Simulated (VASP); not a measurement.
A run of VASP 6.6.1:

The input INCAR:

```
ALGO     = Normal         # electronic algorithm
EDIFF    = 1E-7           # SCF threshold, eV
ENCUT    = 520            # plane-wave cutoff, eV
GGA      = CA             # functional
ISIF     = 2              # what is computed and relaxed
ISMEAR   = -1             # smearing method
ISPIN    = 2              # spin polarisation
LASPH    = True           # aspherical terms in the spheres
LCHARG   = True           # write CHGCAR
LELF     = True           # ELF
LMAXMIX  = 6              # l up to which the mixer works
LORBIT   = 11             # projections on sites
LREAL    = False          # projectors in reciprocal space
LVHAR    = True         
LWAVE    = False          # write WAVECAR
MAGMOM   = 7 0            # initial moments
NBANDS   = 23             # bands
NELM     = 150            # most SCF steps
PREC     = Accurate       # precision mode
SIGMA    = 0.05           # smearing width, eV
```

File KPOINTS:

```
k-points
0
Gamma
  6 6 5
```

POSCAR

```
GdO
1.0
    3.1132995800      0.0000000000      0.0000000000
   -1.5566497900      2.6961965200      0.0000000000
    0.0000000000      0.0000000000      3.0384261400
Gd O
1 1
Direct
    0.0000000000      0.0000000000      0.0000000000
    0.6666666667      0.3333333333      0.5000000000
```

Potentials or basis: VASP PAW PBE potentials, release 64 (Gd, O).

Command:

```bash
$ cat potpaw_PBE.64/Gd/POTCAR potpaw_PBE.64/O/POTCAR > POTCAR
$ mpirun -np 1 vasp_std > vasp.out
```

Hardware: 1 thread of AMD EPYC 7R13 Processor (Zen 3) (shared host).

Q: Estimate the wall time of this run.

A: It took 41 s on 1 thread of AMD EPYC 7R13 Processor (Zen 3) (shared host), peak memory 0.13 GiB. Counts: scf iterations 19, k points 21.
